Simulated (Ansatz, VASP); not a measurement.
## Two plane-wave programs on Si3Te

```xyz
4
Lattice="4.3937 0.0000 0.0000 0.0000 4.3937 0.0000 0.0000 0.0000 4.3937" Properties=species:S:1:pos:R:3 pbc="T T T"
Si    0.0000    2.1968    2.1968
Si    2.1968    0.0000    2.1968
Si    2.1968    2.1968    0.0000
Te    0.0000    0.0000    0.0000
```

Change from the starting cell: species swapped into the Pr3Sn type (Pm-3m, No. 221).

Alike in both runs: task relaxation of cell and atoms; functional PBE; k mesh 4 × 4 × 4; occupations gaussian, width 0.1 eV; no spin polarisation.

```csv
,VASP,Ansatz
version,VASP 6.6.1,Ansatz 0.2.0
potentials or method,"VASP PAW PBE potentials, release 64 (Si, Te), cutoff 600 eV","scalar-relativistic, plane waves, PAW"
valence electrons in the cell,18,28
```

Ansatz gave:

| Quantity | Value |
| --- | --- |
| gap on the k mesh at the Fermi level, each at its own relaxed structure (eV) | none |
| relaxed volume (Å³/atom) | 19.11 |
| relaxed cell length with the largest relative difference (Å) | 4.244 |

Which values does VASP return?

gap on the k mesh at the Fermi level, each at its own relaxed structure (eV): none; relaxed volume (Å³/atom): 18.99; relaxed cell length with the largest relative difference (Å): 4.235.

A gap of «none» marks a metal or a gap that the smearing closes. VASP's potentials hold 18 valence electrons a cell and Ansatz's 28, so a difference there can come from the potentials and not from the codes.

Neither program's run includes spin-orbit coupling.
